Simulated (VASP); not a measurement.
# PbF2 (Fm-3m) in VASP: notebook

PbF2 is run at these levels: PBEsol, LDA, PBE; tasks: single point.

Program: VASP 6.6.1. These are calculated values, not measurements. Logs are shortened: lines on timing, memory, paths and dates and some standing lists are left out, and cuts for length are marked.

### 1 The cell of the first run

The structure is cubic, space group Fm-3m (No. 225). The conventional cell has a = 5.921 Å, b = 5.921 Å, c = 5.921 Å, α = 90.00°, β = 90.00°, γ = 90.00°. Within 3.4 Å of Pb (site symmetry m-3m) lie 8 F at 2.56 Å. F (site symmetry -43m) has 4 Pb at 2.56 Å and 6 F at 2.96 Å within 3.4 Å.

### 2 Single point, PBEsol

The input, INCAR:

```
SYSTEM = PbF2
ALGO = Normal
EDIFF = 1E-6
ENCUT = 600
GGA = PS
GGA_COMPAT = .FALSE.
ISIF = 2
ISMEAR = -5
LASPH = .TRUE.
LCHARG = .TRUE.
LELF = .TRUE.
LREAL = .FALSE.
LVHAR = .TRUE.
LWAVE = .FALSE.
NBANDS = 21
NELM = 120
PREC = Accurate
SIGMA = 0.1
```

The input, KPOINTS:

```
k-points
0
G
  6 6 6
  0 0 0
```

The input, POSCAR:

```
PbF2
1.0
    0.0000000000      2.9604390429      2.9604390429
    2.9604390429      0.0000000000      2.9604390429
    2.9604390429      2.9604390429      0.0000000000
Pb F
1 2
Direct
    0.0000000000      0.0000000000      0.0000000000
    0.2500000000      0.2500000000      0.2500000000
    0.7500000000      0.7500000000      0.7500000000
```

Potentials or basis: VASP PAW PBE potentials, release 64 (Pb_d, F).

The run is started by

```bash
cat potpaw_PBE.64/Pb_d/POTCAR potpaw_PBE.64/F/POTCAR > POTCAR
mpirun -np 1 vasp_std > vasp.out
```

OUTCAR:

```text
SYSTEM = PbF2
   EDIFF = 1E-6
   ENCUT = 600
   GGA = PS
   ISIF = 2
   ISMEAR = -5
   LASPH = .TRUE.
   LREAL = .FALSE.
   NELM = 120
   PREC = Accurate

 ion  position               nearest neighbor table
   1  0.000  0.000  0.000-   3 2.56   3 2.56   3 2.56   2 2.56   3 2.56   2 2.56   2 2.56   2 2.56

   2  0.250  0.250  0.250-   1 2.56   1 2.56   1 2.56   1 2.56
   3  0.750  0.750  0.750-   1 2.56   1 2.56   1 2.56   1 2.56

  LATTYP: Found a face centered cubic cell.
 ALAT       =     5.9208780858

  Lattice vectors:

 A1 = (   0.0000000000,   2.9604390429,   2.9604390429)
 A2 = (   2.9604390429,   0.0000000000,   2.9604390429)
 A3 = (   2.9604390429,   2.9604390429,   0.0000000000)

Analysis of symmetry for initial positions (statically):
=====================================================================
 Subroutine PRICEL returns:
 Original cell was already a primitive cell.

 Routine SETGRP: Setting up the symmetry group for a
 face centered cubic supercell.

 Subroutine GETGRP returns: Found 48 space group operations
 (whereof 48 operations were pure point group operations)
 out of a pool of 48 trial point group operations.

The static configuration has the point symmetry O_h .

Analysis of symmetry for dynamics (positions and initial velocities):
=====================================================================
 Subroutine PRICEL returns:
 Original cell was already a primitive cell.

 Routine SETGRP: Setting up the symmetry group for a
 face centered cubic supercell.

 Subroutine GETGRP returns: Found 48 space group operations
 (whereof 48 operations were pure point group operations)
 out of a pool of 48 trial point group operations.

The dynamic configuration has the point symmetry O_h .

 Subroutine INISYM returns: Found 48 space group operations
 (whereof 48 operations are pure point group operations),
 and found     1 'primitive' translations

----------------------------------------------------------------------------------------

                                     Primitive cell

  volume of cell :      51.8918

  direct lattice vectors                    reciprocal lattice vectors
     0.000000000  2.960439043  2.960439043    -0.168893868  0.168893868  0.168893868
     2.960439043  0.000000000  2.960439043     0.168893868 -0.168893868  0.168893868
     2.960439043  2.960439043  0.000000000     0.168893868  0.168893868 -0.168893868

  length of vectors
[... 75 lines left out ...]
   ENCUT  =  600.0 eV  44.10 Ry    6.64 a.u.   8.36  8.36  8.36*2*pi/ulx,y,z
   NELM   =    120;   NELMIN=  2; NELMDL= -5     # of ELM steps
   EDIFF  = 0.1E-05   stopping-criterion for ELM
   LREAL  =      F    real-space projection
   EDIFFG = 0.1E-04   stopping-criterion for IOM
   NSW    =      0    number of steps for IOM
   IBRION =     -1    ionic relax: 0-MD 1-quasi-New 2-CG
   NFREE  =      0    steps in history (QN), initial steepest desc. (CG)
   ISIF   =      2    stress and relaxation
   ISYM   =      2    0-nonsym 1-usesym 2-fastsym
   POTIM  = 0.5000    time-step for ionic-motion
   TEBEG  =    0.0;   TEEND  =   0.0 temperature during run
   PSTRESS=    0.0 pullay stress
   NELECT =      28.0000    total number of electrons
   NUPDOWN=      -1.0000    fix difference up-down
   EMIN   =  10.00;   EMAX   =-10.00  energy-range for DOS
   EFERMI =   0.00;   METHOD = LEGACY
   ISMEAR =    -5;   SIGMA  =   0.10  broadening in eV -4-tet -1-fermi 0-gaus
   EFERMI_NEDOS =   21; number of points for ismear=-14 and -15
   IALGO  =     38    algorithm
   IMIX   =      4    mixing-type and parameters
     AMIX     =   0.40;   BMIX     =  1.00
     AMIX_MAG =   1.60;   BMIX_MAG =  1.00
  volume/ion in A,a.u.               =      17.30       116.73
  Fermi-wavevector in a.u.,A,eV,Ry     =   1.332789  2.518606 24.168388  1.776326
  Thomas-Fermi vector in A             =   2.461697
   LORBIT       =      0    0 simple, 1 ext, 2 COOP (PROOUT), +10 PAW based schemes
   GGA     = PS    functional components
   LHFCALC =     F    Hartree Fock is set to
   AEXX    =    0.0000 exact exchange contribution
   IVDW    =     0    specifies the selected vdW correction
   LEPSILON=     F    determine dielectric tensor
   LRPA    =     F    only Hartree local field effects (RPA)
 non-spin polarized calculation
 Fermi weights with tetrahedron method with Bloechl corrections
  energy-cutoff  :      600.00
  volume of cell :       51.89
 maximum number of plane-waves:      1759
 NGX is ok and might be reduce to    36
   NGX = 17   NGY = 17   NGZ = 17

 number of electron      28.0000008 magnetization

 Free energy of the ion-electron system (eV)
  ---------------------------------------------------
  ext. energy  EPLUGINS =         0.00000000
  ---------------------------------------------------
  free energy    TOTEN  =       -14.93871238 eV

  energy without entropy =      -14.93871238  energy(sigma->0) =      -14.93871238

 E-fermi :   1.8233     XC(G=0):  -9.6758

 val. band max:        1.7539768941   @ k =  -0.3333   0.3333   0.1667
 cond. band min:       6.0795978650   @ k =   0.5000   0.5000   0.0000
 fundamental gap:      4.3256209709
 Fermi energy:         1.8232908406

 k-point     1 :       0.0000    0.0000    0.0000
  band No.  band energies     occupation
      1     -19.2276      2.00000
      2     -18.5824      2.00000
      3     -12.5919      2.00000
      4     -12.5919      2.00000
      5     -12.5919      2.00000
      6     -12.5268      2.00000
[... 373 lines left out ...]
     20      16.9823      0.00000
     21      18.2355      0.00000

------------------------ aborting loop because EDIFF is reached ----------------------------------------

  FORCE on cell =-STRESS in cart. coord.  units (eV):
  Direction    XX          YY          ZZ          XY          YZ          ZX
  --------------------------------------------------------------------------------------
  -------------------------------------------------------------------------------------
  Total       -0.3453231     -0.3453231     -0.3453231      0.0000000      0.0000000      0.0000000
  in kB      -10.6619809    -10.6619809    -10.6619809      0.0000000      0.0000000      0.0000000
  external PRESSURE =     -10.6619809 kB  Pullay stress =       0.0000000 kB

 VOLUME and BASIS-vectors are now :
 -----------------------------------------------------------------------------
  energy-cutoff  :      600.00
  volume of cell :       51.89
      direct lattice vectors                 reciprocal lattice vectors
     0.000000000  2.960439043  2.960439043    -0.168893868  0.168893868  0.168893868
     2.960439043  0.000000000  2.960439043     0.168893868 -0.168893868  0.168893868
     2.960439043  2.960439043  0.000000000     0.168893868  0.168893868 -0.168893868

 POSITION                                       TOTAL-FORCE (eV/Angst)
 -----------------------------------------------------------------------------------
      0.00000      0.00000      0.00000        -0.000000     -0.000000     -0.000000
      1.48022      1.48022      1.48022        -0.000000     -0.000000     -0.000000
      4.44066      4.44066      4.44066         0.000000      0.000000      0.000000
 -----------------------------------------------------------------------------------
    total drift:                                0.000000      0.000000      0.000000

  FREE ENERGIE OF THE ION-ELECTRON SYSTEM (eV)
  ---------------------------------------------------
  free  energy   TOTEN  =       -14.9387123795 eV

  energy  without entropy=      -14.9387123795  energy(sigma->0) =      -14.93871238
```

OSZICAR:

```text
N       E                     dE             d eps       ncg     rms          rms(c)
DAV:   1     0.317424610633E+03    0.31742E+03   -0.15847E+04   672   0.169E+03
DAV:   2     0.136124680706E+02   -0.30381E+03   -0.28603E+03   715   0.446E+02
DAV:   3    -0.157300927652E+02   -0.29343E+02   -0.29031E+02   803   0.145E+02
DAV:   4    -0.165385236356E+02   -0.80843E+00   -0.80787E+00   782   0.255E+01
DAV:   5    -0.165656768976E+02   -0.27153E-01   -0.27149E-01   791   0.489E+00    0.715E+00
DAV:   6    -0.149662780927E+02    0.15994E+01   -0.72681E+00   916   0.215E+01    0.263E+00
DAV:   7    -0.149492801140E+02    0.16998E-01   -0.38671E-01   717   0.385E+00    0.151E+00
DAV:   8    -0.149402529277E+02    0.90272E-02   -0.96500E-02   722   0.333E+00    0.517E-01
DAV:   9    -0.149373822685E+02    0.28707E-02   -0.18577E-02   882   0.983E-01    0.102E-01
DAV:  10    -0.149387109717E+02   -0.13287E-02   -0.20282E-03   687   0.418E-01    0.362E-02
DAV:  11    -0.149386930464E+02    0.17925E-04   -0.14116E-04   790   0.123E-01    0.146E-02
DAV:  12    -0.149387131166E+02   -0.20070E-04   -0.66883E-05   721   0.742E-02    0.124E-02
DAV:  13    -0.149387123883E+02    0.72822E-06   -0.21913E-05   796   0.444E-02    0.335E-03
DAV:  14    -0.149387123795E+02    0.88271E-08   -0.14666E-06   616   0.822E-03
   1 F= -.14938712E+02 E0= -.14938712E+02  d E =0.000000E+00
```

It took 14 s on 1 thread of Intel Xeon Platinum 8559C (Emerald Rapids), shared host; peak memory 0.2 GiB.

What came out:

```yaml
Free_energy: -14.9387 eV
Pressure: -1.1 GPa
Band_gap_on_the_k_mesh: 4.33 eV, indirect (least direct gap 4.46 eV)
```

Levels at points of the mesh, in eV from the valence-band top:
```tsv
k point	band 11	band 12	band 13	band 14	band 15	band 16	band 17	band 18
(0.00, 0.00, 0.00)	-2.48	-1.98	-1.98	-1.98	6.70	6.70	6.70	10.54
(0.50, 0.00, 0.00)	-2.70	-2.14	-2.14	-0.01	4.96	7.61	7.61	13.11
(0.50, 0.50, 0.00)	-1.54	-1.54	-1.54	-0.13	4.33	7.86	7.86	8.84
```

Caveat: the PAW data sets were made with another functional, which shifts forces and pressure a little; spin-orbit coupling is left out, which moves the levels of the heavy elements.

### 3 Single point, PBEsol

The input, INCAR:

```
SYSTEM = PbF2
PREC = Accurate
ENCUT = 600
EDIFF = 1E-6
ISMEAR = 1
SIGMA = 0.05
LREAL = .FALSE.
LASPH = .TRUE.
NELM = 120
ALGO = Normal
ISIF = 2
LWAVE = .FALSE.
LCHARG = .FALSE.
GGA = PS
NBANDS = 21
GGA_COMPAT = .FALSE.
```

The input, KPOINTS:

```
regular mesh
0
G
  6 6 6
  0 0 0
```

POSCAR is that of step 2.

Potentials or basis: VASP PAW PBE potentials, release 64 (Pb_d, F).

The run is started by

```bash
cat potpaw_PBE.64/Pb_d/POTCAR potpaw_PBE.64/F/POTCAR > POTCAR
mpirun -np 1 vasp_std > vasp.out
```

Run time: 13 s. Hardware: 1 thread of Intel Xeon Platinum 8559C (Emerald Rapids), shared host; peak memory 0.21 GiB.

Results (log left out):

| Item | Value |
| --- | --- |
| Free energy | -14.9380 eV |
| Pressure | -1.1 GPa |
| Band gap on the k mesh | 4.33 eV, indirect (least direct gap 4.46 eV) |

Levels at points of the mesh, in eV from the valence-band top:
```tsv
k point	band 10	band 11	band 12	band 13	band 14	band 15	band 16	band 17	band 18	band 19
(0.00, 0.00, 0.00)	-2.48	-2.48	-1.98	-1.98	-1.98	6.70	6.70	6.70	10.54	15.01
(0.50, 0.00, 0.00)	-2.70	-2.70	-2.14	-2.14	-0.01	4.96	7.61	7.61	13.11	13.64
(0.50, 0.50, 0.00)	-3.59	-1.54	-1.54	-1.54	-0.13	4.33	7.86	7.86	8.84	14.08
```

Caveat: the PAW data sets were made with another functional, which shifts forces and pressure a little; spin-orbit coupling is left out, which moves the levels of the heavy elements. A k mesh can miss the band edges.

### 4 Single point, LDA

The input, INCAR:

```
PREC = Accurate ; ENCUT = 520
EDIFF = 1E-6 ; ISMEAR = 0
SIGMA = 0.01 ; LREAL = False
LASPH = True ; NELM = 80
ALGO = Normal ; ISIF = 2
LWAVE = False ; LCHARG = True
LELF = True ; LVHAR = True
NBANDS = 21
```

The input, KPOINTS:

```
regular mesh
0
Gamma
  4 4 4
```

POSCAR is that of step 3.

Potentials or basis: VASP PAW LDA potentials, release 64 (Pb_d, F).

The run is started by

```bash
cat potpaw_LDA.64/Pb_d/POTCAR potpaw_LDA.64/F/POTCAR > POTCAR
mpirun -np 1 vasp_std > vasp.out
```

It took 11 s on 1 thread of Oxide Virtual Turin-like, shared host; peak memory 0.12 GiB.

The run converged. Its results:

| Property | Result |
| --- | --- |
| Free energy | -15.9197 eV |
| Pressure | -4.3 GPa |
| Band gap on the k mesh | 4.22 eV, indirect (least direct gap 4.38 eV) |

Levels at points of the mesh, in eV from the valence-band top:
```csv
k point,band 11,band 12,band 13,band 14,band 15,band 16,band 17,band 18
"(0.00, 0.00, 0.00)",-2.53,-2.02,-2.02,-2.02,6.57,6.57,6.57,10.27
"(0.50, 0.00, 0.00)",-2.75,-2.19,-2.19,-0.03,4.82,7.51,7.51,12.83
"(0.50, 0.50, 0.00)",-1.58,-1.58,-1.58,-0.16,4.22,7.75,7.75,8.53
```

Caveat: the k points lie up to 0.46 Å⁻¹ apart; spin-orbit coupling is left out, which moves the levels of the heavy elements. A k mesh can miss the band edges.

### 5 Single point, PBE

The input, INCAR:

```
PREC     = Accurate       # precision mode
ENCUT    = 520            # plane-wave cutoff, eV
EDIFF    = 1E-6           # SCF threshold, eV
ISMEAR   = 0              # smearing method
SIGMA    = 0.01           # smearing width, eV
LREAL    = False          # projectors in reciprocal space
LASPH    = True           # aspherical terms in the spheres
NELM     = 80             # most SCF steps
ALGO     = Normal         # electronic algorithm
ISIF     = 2              # what is computed and relaxed
LWAVE    = False          # write WAVECAR
LCHARG   = False          # write CHGCAR
GGA      = PE             # functional
NBANDS   = 21             # bands
```

The input, KPOINTS:

```
Automatic mesh
0
Gamma
  4 4 4
```

POSCAR is that of step 4.

Potentials or basis: VASP PAW PBE potentials, release 64 (Pb_d, F).

The run is started by

```bash
cat potpaw_PBE.64/Pb_d/POTCAR potpaw_PBE.64/F/POTCAR > POTCAR
mpirun -np 1 vasp_std > vasp.out
```

Wall time 8.5 s (1 thread of Oxide Virtual Turin-like, shared host); peak memory 0.14 GiB.

The run converged. Its results:

```
Free energy            : -14.3307 eV
Pressure               : 2.7 GPa
Band gap on the k mesh : 4.42 eV, indirect (least direct gap 4.56 eV)
```

Levels at points of the mesh, in eV from the valence-band top:
```csv
k point,band 10,band 11,band 12,band 13,band 14,band 15,band 16,band 17,band 18,band 19
"(0.00, 0.00, 0.00)",-2.50,-2.50,-2.00,-2.00,-2.00,6.78,6.78,6.78,10.65,15.16
"(0.50, 0.00, 0.00)",-2.70,-2.70,-2.17,-2.17,-0.03,5.03,7.68,7.68,13.23,13.75
"(0.50, 0.50, 0.00)",-3.58,-1.58,-1.57,-1.57,-0.15,4.42,7.91,7.91,8.95,14.21
```

Caveat: the k points lie up to 0.46 Å⁻¹ apart; spin-orbit coupling is left out, which moves the levels of the heavy elements. A k mesh can miss the band edges.

### 6 Overview

```tsv
level	potentials or basis	k mesh	cutoff (eV)	smearing	gap on the mesh (eV)	pressure (GPa)
PBEsol	VASP PAW PBE potentials, release 64 (Pb_d, F)	6 × 6 × 6	600	tetrahedron	4.33	-1.1
PBEsol	VASP PAW PBE potentials, release 64 (Pb_d, F)	6 × 6 × 6	600	methfessel-paxton 0.05 eV	4.33	-1.1
LDA	VASP PAW LDA potentials, release 64 (Pb_d, F)	4 × 4 × 4	520	gaussian 0.01 eV	4.22	-4.3
PBE	VASP PAW PBE potentials, release 64 (Pb_d, F)	4 × 4 × 4	520	gaussian 0.01 eV	4.42	2.7
```

Alike in all rows: task single point; no spin polarisation; cell as given.

Caveats: some runs use coarse meshes; spin-orbit coupling is left out, which moves the levels of the heavy elements; the PAW data sets were made with another functional, which shifts forces and pressure a little (some runs).

Total energies depend on the potentials used, so only differences within one code and one set of settings carry meaning.
